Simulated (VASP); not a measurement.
InAs3: relaxation of cell and atoms with PBE

The system is InAs3.

```xyz
4
Lattice="5.0651 0.0000 0.0000 0.0000 5.0651 0.0000 0.0000 0.0000 4.4217" Properties=species:S:1:pos:R:3 pbc="T T T"
In    0.0000    0.0000    0.0000
As    2.5325    2.5325    0.0000
As    0.0000    2.5325    2.2108
As    2.5325    0.0000    2.2108
```

The cell was generated, and may not be a known phase.

```yaml
Program: VASP 6.6.1
Task: relaxation of cell and atoms
Functional: PBE
Potentials_or_basis: VASP PAW PBE potentials, release 64 (In_d, As)
Cutoff: 600 eV
k_mesh: 4 × 4 × 4
Occupations: gaussian, width 0.1 eV
Spin: no spin polarisation
Dipole_correction: no
Further_INCAR_settings: ALGO = Normal; EDIFF = 1e-06; IBRION = 2; EDIFFG = -0.04; NSW = 90; ISIF = 3
```

| Property | Result |
| --- | --- |
| Relaxed volume | 21.37 Å³/atom |
| Relaxed cell | a = 4.487 Å, b = 4.487 Å, c = 4.246 Å, α = 90.00°, β = 90.00°, γ = 90.00° |
| Space group after relaxing (to 0.1 Å) | P4/mmm (No. 123) |
| Energy gained by relaxing | 296.8 meV/atom |
| Ionic steps | 9 |
| Pressure after relaxing | -0.1 GPa |
| Band gap on the k mesh | zero (bands 14 and 15 overlap by 4.18 eV) |

Stress tensor (GPa, compression positive):
```
-0.25  0.00  0.00
 0.00 -0.25  0.00
 0.00  0.00  0.18
```

Step by step:
```csv
step,energy change (eV),largest force (eV/Å),pressure (GPa),volume (Å³)
1,0.0000,0.0000,-10.16,113.44
2,-1.1559,0.0000,-0.87,86.39
3,-1.1593,0.0000,-0.02,85.25
4,-1.1588,0.0000,0.38,84.74
5,-1.1675,0.0000,0.43,84.68
6,-1.1814,0.0000,0.71,84.41
7,-1.1835,0.0000,0.89,84.28
8,-1.1840,0.0000,-1.00,86.65
9,-1.1872,0.0000,-0.11,85.49
```

Final structure:
```xyz
4
Lattice="4.4871 0.0000 0.0000 0.0000 4.4871 0.0000 0.0000 0.0000 4.2461" Properties=species:S:1:pos:R:3 pbc="T T T"
In    0.0000    0.0000    0.0000
As    2.2436    2.2436    0.0000
As    0.0000    2.2436    2.1230
As    2.2436    0.0000    2.1230
```

Levels at points of the mesh, in eV from the Fermi level:
| k point | band 12 | band 13 | band 14 | band 15 | band 16 | band 17 |
| --- | --- | --- | --- | --- | --- | --- |
| (0.00, 0.00, 0.00) | -2.81 | 0.53 | 0.53 | 0.67 | 2.46 | 2.50 |
| (0.50, 0.00, 0.00) | -2.18 | -1.69 | -0.71 | -0.47 | 2.50 | 2.78 |
| (0.50, 0.50, 0.00) | -1.32 | -0.92 | -0.69 | -0.69 | 1.36 | 2.42 |
| (0.00, 0.00, 0.50) | -1.99 | -1.99 | -1.11 | -0.73 | 2.19 | 2.19 |
| (0.50, 0.00, 0.50) | -1.87 | -1.18 | -0.99 | -0.92 | 0.52 | 1.95 |
| (0.50, 0.50, 0.50) | -5.11 | -4.18 | 3.25 | 3.40 | 3.79 | 3.79 |

It took 5.9 min on 1 thread of Intel Xeon 8259CL, on a shared host, peak memory 0.26 GiB.

Caveat: the volume moved by over 15 % at a fixed basis, so the end points are rough; spin-orbit coupling is left out, which moves the levels of the heavy elements.
